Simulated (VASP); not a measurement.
# H15C2NO6 in VASP: single point with PBE+D3(BJ)

Aim: the single point of H15C2NO6 with PBE+D3(BJ).

Program: VASP 6.6.1. These are calculated values, not measurements. Logs are shortened: lines on timing, memory, paths and dates and some standing lists are left out, and cuts for length are marked.

## (1) The cell of the first run

The cell holds a disordered packing, 24 atoms: a = 6.647 Å, b = 6.647 Å, c = 6.647 Å, α = 90.00°, β = 90.00°, γ = 90.00°.

## (2) Single point, PBE+D3(BJ)

INCAR reads:

```
SYSTEM = H15C2NO6
PREC = Accurate
ENCUT = 1000
EDIFF = 1E-6
ISMEAR = -1
SIGMA = 0.05
LREAL = Auto
LASPH = .True.
NELM = 120
ALGO = Normal
ISIF = 2
LWAVE = .False.
LCHARG = .False.
GGA = PE
IVDW = 12
NBANDS = 50
GGA_COMPAT = .False.
```

KPOINTS reads:

```
regular mesh
0
Gamma
  1 1 1
  0 0 0
```

POSCAR reads:

```
H15C2NO6
1.0
    6.6471370000      0.0000000000      0.0000000000
    0.0000000000      6.6471370000      0.0000000000
    0.0000000000      0.0000000000      6.6471370000
O H C N
6 15 2 1
Direct
    0.2616163921      0.5686207460      0.7391302451
    0.7798244568      0.8137337925      0.4376470652
    0.5102196630      0.5754808424      0.0798840162
    0.3841954815      0.9626550498      0.0026176683
    0.8363901632      0.1874491228      0.7009483933
    0.5838603898      0.4457558194      0.4992374913
    0.3462092025      0.5389989705      0.8588810491
    0.1999357016      0.4412275541      0.7056571874
    0.7425302051      0.8220832518      0.2973911926
    0.7072368149      0.6898458690      0.4869916176
    0.4727749706      0.7189260579      0.0891511639
    0.5413007134      0.5439484698      0.2236902895
    0.4816359284      1.0583654286     -0.0457339754
    0.2764498460      0.9553285873     -0.0898883233
    0.8500953117      0.1637396672      0.8484404639
    0.8383759805      0.0513002816      0.6405314047
    0.4524052987      0.4641998503      0.5681543798
    0.6623302634      0.3541976042      0.5873807024
    1.2220900517      0.2995725829      0.2682508274
    1.0154146063      0.4882553195      0.3173697187
    1.0524531088      0.2902001268      0.4919712050
    1.0700847598      0.3336925356      0.3331509490
    0.9292572125      0.2082701169      0.2067957980
    0.8298309483      0.1121685923      0.0988846777
```

Potentials or basis: VASP PAW PBE potentials, release 64 (O_h, H_h, C_h, N_h).

On the command line:

```sh
$ cat potpaw_PBE.64/O_h/POTCAR potpaw_PBE.64/H_h/POTCAR potpaw_PBE.64/C_h/POTCAR potpaw_PBE.64/N_h/POTCAR > POTCAR
$ mpirun -np 1 vasp_gam > vasp.out
```

OUTCAR:

```text
SYSTEM = H15C2NO6
   PREC = Accurate
   ENCUT = 1000
   EDIFF = 1E-6
   ISMEAR = -1
   LREAL = Auto
   LASPH = .True.
   NELM = 120
   ISIF = 2
   GGA = PE
   IVDW = 12
 IVDW          = 12

 ion  position               nearest neighbor table
   1  0.262  0.569  0.739-   8 0.97   7 0.99
   2  0.780  0.814  0.438-   9 0.97  10 1.01
   3  0.510  0.575  0.080-  11 0.99  12 1.00
   4  0.384  0.963  0.003-  14 0.95  13 0.96
   5  0.836  0.187  0.701-  16 0.99  15 1.00
   6  0.584  0.446  0.499-  18 0.99  17 0.99
   7  0.346  0.539  0.859-   1 0.99
   8  0.200  0.441  0.706-   1 0.97
   9  0.743  0.822  0.297-   2 0.97
  10  0.707  0.690  0.487-   2 1.01
  11  0.473  0.719  0.089-   3 0.99
  12  0.541  0.544  0.224-   3 1.00
  13  0.482  0.058  0.954-   4 0.96
  14  0.276  0.955  0.910-   4 0.95
  15  0.850  0.164  0.848-   5 1.00
  16  0.838  0.051  0.641-   5 0.99
  17  0.452  0.464  0.568-   6 0.99
  18  0.662  0.354  0.587-   6 0.99
  19  0.222  0.300  0.268-  22 1.12
  20  0.015  0.488  0.317-  22 1.09
  21  0.052  0.290  0.492-  22 1.10
  22  0.070  0.334  0.333-  20 1.09  21 1.10  19 1.12  23 1.51
  23  0.929  0.208  0.207-  24 1.17  22 1.51
  24  0.830  0.112  0.099-  23 1.17

  LATTYP: Found a simple cubic cell.
 ALAT       =     6.6471370000

  Lattice vectors:

 A1 = (   6.6471370000,   0.0000000000,   0.0000000000)
 A2 = (   0.0000000000,   6.6471370000,   0.0000000000)
 A3 = (   0.0000000000,   0.0000000000,   6.6471370000)

Analysis of symmetry for initial positions (statically):
=====================================================================
 Subroutine PRICEL returns:
 Original cell was already a primitive cell.

 Routine SETGRP: Setting up the symmetry group for a
 simple cubic supercell.

 Subroutine GETGRP returns: Found  1 space group operations
 (whereof  1 operations were pure point group operations)
 out of a pool of 48 trial point group operations.

The static configuration has the point symmetry C_1 .

Analysis of symmetry for dynamics (positions and initial velocities):
=====================================================================
 Subroutine PRICEL returns:
 Original cell was already a primitive cell.

 Routine SETGRP: Setting up the symmetry group for a
 simple cubic supercell.

[... 124 lines left out ...]
   EDIFF  = 0.1E-05   stopping-criterion for ELM
   LREAL  =      T    real-space projection
   EDIFFG = 0.1E-04   stopping-criterion for IOM
   NSW    =      0    number of steps for IOM
   IBRION =     -1    ionic relax: 0-MD 1-quasi-New 2-CG
   NFREE  =      0    steps in history (QN), initial steepest desc. (CG)
   ISIF   =      2    stress and relaxation
   ISYM   =      2    0-nonsym 1-usesym 2-fastsym
   POTIM  = 0.5000    time-step for ionic-motion
   TEBEG  =    0.0;   TEEND  =   0.0 temperature during run
   PSTRESS=    0.0 pullay stress
   NELECT =      64.0000    total number of electrons
   NUPDOWN=      -1.0000    fix difference up-down
   EMIN   =  10.00;   EMAX   =-10.00  energy-range for DOS
   EFERMI =   0.00;   METHOD = LEGACY
   ISMEAR =    -1;   SIGMA  =   0.05  broadening in eV -4-tet -1-fermi 0-gaus
   EFERMI_NEDOS =   21; number of points for ismear=-14 and -15
   IALGO  =     38    algorithm
   IMIX   =      4    mixing-type and parameters
     AMIX     =   0.40;   BMIX     =  1.00
     AMIX_MAG =   1.60;   BMIX_MAG =  1.00
  volume/ion in A,a.u.               =      12.24        82.58
  Fermi-wavevector in a.u.,A,eV,Ry     =   0.985145  1.861654 13.204601  0.970511
  Thomas-Fermi vector in A             =   2.116430
   LORBIT       =      0    0 simple, 1 ext, 2 COOP (PROOUT), +10 PAW based schemes
   GGA     = PE    functional components
   LHFCALC =     F    Hartree Fock is set to
   AEXX    =    0.0000 exact exchange contribution
   IVDW    =    12    specifies the selected vdW correction
   LEPSILON=     F    determine dielectric tensor
   LRPA    =     F    only Hartree local field effects (RPA)
 non-spin polarized calculation
  energy-cutoff  :     1000.00
  volume of cell :      293.70
 maximum number of plane-waves:     10540
 NGX is ok and might be reduce to    70
   NGX = 35   NGY = 35   NGZ = 35

 number of electron      64.0000000 magnetization

 Free energy of the ion-electron system (eV)
  ---------------------------------------------------
  ext. energy  EPLUGINS =         0.00000000
  ---------------------------------------------------
  free energy    TOTEN  =      -124.47168655 eV

  energy without entropy =     -124.47168655  energy(sigma->0) =     -124.47168655

 E-fermi :  -2.4734     XC(G=0):  -6.2484

 val. band max:       -3.7479950464   @ k =   0.0000   0.0000   0.0000
 cond. band min:       1.0081602224   @ k =   0.0000   0.0000   0.0000
 fundamental gap:      4.7561552688
 Fermi energy:        -2.4733598784

 k-point     1 :       0.0000    0.0000    0.0000
  band No.  band energies     occupation
      1     -22.7508      2.00000
      2     -22.4579      2.00000
      3     -22.1471      2.00000
      4     -21.7875      2.00000
      5     -21.5838      2.00000
      6     -21.4455      2.00000
[... 36 lines left out ...]
     43       5.8209      0.00000
     44       6.1380      0.00000
 [bands above 44 left out]

------------------------ aborting loop because EDIFF is reached ----------------------------------------

 Edisp (eV)   -0.79460

 E8    (eV) :    -0.1718

  FORCE on cell =-STRESS in cart. coord.  units (eV):
  Direction    XX          YY          ZZ          XY          YZ          ZX
  --------------------------------------------------------------------------------------
  -------------------------------------------------------------------------------------
  Total      -1.86066    -2.19517    -0.63611    -0.16476    -1.94256    -0.75406
  in kB     -10.15015   -11.97498    -3.47008    -0.89880   -10.59698    -4.11350
  external pressure =       -8.53 kB  Pullay stress =        0.00 kB

 VOLUME and BASIS-vectors are now :
 -----------------------------------------------------------------------------
  energy-cutoff  :     1000.00
  volume of cell :      293.70
      direct lattice vectors                 reciprocal lattice vectors
     6.647137000  0.000000000  0.000000000     0.150440709  0.000000000  0.000000000
     0.000000000  6.647137000  0.000000000     0.000000000  0.150440709  0.000000000
     0.000000000  0.000000000  6.647137000     0.000000000  0.000000000  0.150440709

 POSITION                                       TOTAL-FORCE (eV/Angst)
 -----------------------------------------------------------------------------------
      1.73900      3.77970      4.91310         0.416530     -0.247791      0.103482
      5.18360      5.40900      2.90910        -0.262513     -0.728215      0.738781
      3.39150      3.82530      0.53100         0.222576      0.303941      1.281743
      2.55380      6.39890      0.01740         0.578548     -0.049879      1.230830
      5.55960      1.24600      4.65930         0.350206     -0.488764      0.147183
      3.88100      2.96300      3.31850        -0.374301     -0.039098      0.144186
[... 16 lines left out ...]
      6.17690      1.38440      1.37460         0.830138      0.583161      0.552275
      5.51600      0.74560      0.65730         0.259694      0.287920      0.590044
 -----------------------------------------------------------------------------------
    total drift:                                0.002395     -0.002833      0.002407

  FREE ENERGIE OF THE ION-ELECTRON SYSTEM (eV)
  ---------------------------------------------------
  free  energy   TOTEN  =      -125.2662855013 eV

  energy  without entropy=     -125.2662855013  energy(sigma->0) =     -125.26628550
```

OSZICAR:

```text
N       E                     dE             d eps       ncg     rms          rms(c)
DAV:   1     0.767522512833E+03    0.76752E+03   -0.45656E+04   100   0.195E+03
DAV:   2     0.244877310530E+02   -0.74303E+03   -0.70031E+03   142   0.331E+02
DAV:   3    -0.130913330576E+03   -0.15540E+03   -0.15348E+03   134   0.154E+02
DAV:   4    -0.136813336396E+03   -0.59000E+01   -0.58476E+01   120   0.323E+01
DAV:   5    -0.136987397402E+03   -0.17406E+00   -0.17387E+00   144   0.525E+00    0.213E+01
DAV:   6    -0.125307888909E+03    0.11680E+02   -0.33943E+01   128   0.241E+01    0.853E+00
DAV:   7    -0.124702101228E+03    0.60579E+00   -0.20002E+00   128   0.642E+00    0.504E+00
DAV:   8    -0.124476711586E+03    0.22539E+00   -0.50012E-01   128   0.374E+00    0.133E+00
DAV:   9    -0.124468782543E+03    0.79290E-02   -0.65753E-02   128   0.133E+00    0.445E-01
DAV:  10    -0.124471112290E+03   -0.23297E-02   -0.21750E-02   136   0.769E-01    0.216E-01
DAV:  11    -0.124471719078E+03   -0.60679E-03   -0.42006E-03   120   0.375E-01    0.912E-02
DAV:  12    -0.124471858664E+03   -0.13959E-03   -0.15952E-03   136   0.216E-01    0.642E-02
DAV:  13    -0.124471735395E+03    0.12327E-03   -0.27469E-04   128   0.983E-02    0.196E-02
DAV:  14    -0.124471697966E+03    0.37430E-04   -0.10729E-04   128   0.508E-02    0.175E-02
DAV:  15    -0.124471688036E+03    0.99296E-05   -0.31501E-05   152   0.326E-02    0.570E-03
DAV:  16    -0.124471686711E+03    0.13251E-05   -0.61672E-06   120   0.142E-02    0.403E-03
DAV:  17    -0.124471686545E+03    0.16530E-06   -0.18329E-06   120   0.686E-03
   1 F= -.12526629E+03 E0= -.12526629E+03  d E =-.231593E-10
```

stdout:

```text
POSCAR found type information on POSCAR O H C N
 POSCAR found :  4 types and      24 ions
 scaLAPACK will be used
 LDA part: xc-table for (Slater+PW92), standard interpolation
 POSCAR, INCAR and KPOINTS ok, starting setup
 FFT: planning ... GRIDC
 FFT: planning ... GRID_SOFT
 FFT: planning ... GRID
 WAVECAR not read
 entering main loop
```

Wall time 41 s (1 thread of AMD EPYC 9R45 (Zen 5), shared host); peak memory 0.66 GiB.

Results:

- Free energy: -125.2663 eV
- Pressure: -0.9 GPa
- Largest force: 2.335 eV/Å
- Dispersion energy per atom: -0.033 eV

Forces in eV/Å, atoms in the order of the input:
```
O    0.417 -0.248  0.103
O   -0.263 -0.728  0.739
O    0.223  0.304  1.282
O    0.579 -0.050  1.231
O    0.350 -0.489  0.147
O   -0.374 -0.039  0.144
H   -0.170  0.172  0.002
H   -0.487 -0.087  0.226
H    0.043  0.235 -0.213
H    0.411  0.616 -0.276
H   -0.034 -0.069 -0.474
H   -0.212 -0.437 -0.901
H    0.256  0.166 -0.195
H   -0.853 -0.070 -0.976
H   -0.306  0.042 -0.473
H   -0.260  0.310 -0.041
H    0.584  0.381 -0.060
H    0.066 -0.031 -0.178
H   -0.501  0.538  0.514
H    0.426  0.283 -0.064
H   -0.016 -0.231 -0.117
C   -0.971 -1.438 -1.562
C    0.830  0.583  0.552
N    0.260  0.288  0.590
```

Levels at points of the mesh, in eV from the Fermi level:
```csv
k point,band 28,band 29,band 30,band 31,band 32,band 33,band 34,band 35,band 36,band 37
"(0.00, 0.00, 0.00)",-2.00,-1.91,-1.62,-1.46,-1.27,3.48,4.40,4.80,6.33,6.87
```

Caveat: the k points lie up to 0.95 Å⁻¹ apart, too coarse for converged energies, forces and pressures; the atoms stand as in a frame of molecular dynamics.
